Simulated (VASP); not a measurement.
Crystal: Pd.

```
CELL_PARAMETERS angstrom
0.00000 1.94650 1.94650
1.94650 0.00000 1.94650
1.94650 1.94650 0.00000
ATOMIC_POSITIONS crystal
Pd 0.00000 0.00000 0.00000
```

| Item | Value |
| --- | --- |
| Program | VASP 6.6.1 |
| Task | relaxation of volume and atoms at fixed shape |
| Functional | LDA |
| Potentials or basis | VASP PAW LDA potentials, release 64 (Pd) |
| Cutoff | 500 eV |
| k mesh | 9 × 9 × 9 |
| Occupations | gaussian, width 0.05 eV |
| Spin | no spin polarisation |

At the start: pressure -8.7 GPa; volume 14.75 Å³/atom.

How do energy, volume and symmetry change on relaxing?

Over 4 steps the energy falls by 17.4 meV/atom and the volume is 14.14 Å³/atom (-4.2 %); space group Fm-3m (No. 225, to 0.1 Å) before and after.

The path:
```
step  energy change (eV)  largest force (eV/Å)  pressure (GPa)  volume (Å³)
   1              0.0000                0.0000           -8.66        14.75
   2              0.0447                0.0000           21.03        13.11
   3             -0.0174                0.0000           -0.22        14.15
   4             -0.0174                0.0000           -0.04        14.14
```

Final structure:
```cif
data_structure
_symmetry_space_group_name_H-M 'P 1'
_symmetry_Int_Tables_number 1
_cell_length_a 2.7141
_cell_length_b 2.7141
_cell_length_c 2.7141
_cell_angle_alpha 60.000
_cell_angle_beta 60.000
_cell_angle_gamma 60.000
_cell_volume 14.14
loop_
_atom_site_label
_atom_site_type_symbol
_atom_site_fract_x
_atom_site_fract_y
_atom_site_fract_z
_atom_site_occupancy
Pd1 Pd 0.00000 0.00000 0.00000 1
```
